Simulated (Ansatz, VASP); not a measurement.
**ZrN in VASP and in Ansatz**

File INCAR:

```
PREC = Accurate
ENCUT = 520
EDIFF = 1E-8
ISMEAR = -1
SIGMA = 0.03
LREAL = False
LASPH = True
NELM = 120
ALGO = Normal
ISIF = 2
LWAVE = False
LCHARG = False
GGA = CA
LEFG = True
NBANDS = 16
GGA_COMPAT = False
```

Contents of KPOINTS:

```
regular mesh
0
Gamma
  9 9 9
```

The input POSCAR:

```
ZrN
1.0
    0.0000000000      2.2918188597      2.2918188597
    2.2918188597      0.0000000000      2.2918188597
    2.2918188597      2.2918188597      0.0000000000
Zr N
1 1
Direct
    0.0000000000      0.0000000000      0.0000000000
    0.5000000000      0.5000000000      0.5000000000
```

Input for Ansatz:

```yaml
crystal:
  lattice:
    - [0.0, 2.2918188597, 2.2918188597]
    - [2.2918188597, 0.0, 2.2918188597]
    - [2.2918188597, 2.2918188597, 0.0]
  atoms:
    - { symbol: Zr, position: [0.0, 0.0, 0.0] }
    - { symbol: "N", position: [0.5, 0.5, 0.5] }
kpoints:
  mp_grid: { grid: [9, 9, 9] }
scf:
  occupations: { method: fermi_dirac, width: 0.03 }
hamiltonian:
  xc: lda
  pseudopotentials: { kind: all_electron, datasets: crystal }
output:
  forces: true
  stress: true
  eigenvalues: true
  efg: { contact_densities: true }
```

Change from the starting cell: volume scaled by 1.01, crystal datasets.

Alike in both runs: task electric field gradients; functional LDA; k mesh 9 × 9 × 9; occupations fermi-dirac, width 0.03 eV; no spin polarisation.

|  | VASP | Ansatz |
| --- | --- | --- |
| version | VASP 6.6.1 | Ansatz 0.2.0 |
| potentials or method | VASP PAW LDA potentials, release 64 (Zr_sv, N), cutoff 520 eV | all-electron PAW with datasets made for the crystal, scalar-relativistic |

```csv
,VASP,Ansatz,Ansatz less VASP
pressure (GPa),-9.5,-10.1,-0.63
```

LDA's correlation is that of Perdew and Zunger in VASP and of Perdew and Wang (1992) in Ansatz. Ansatz ran all-electron here, and VASP with PAW potentials.
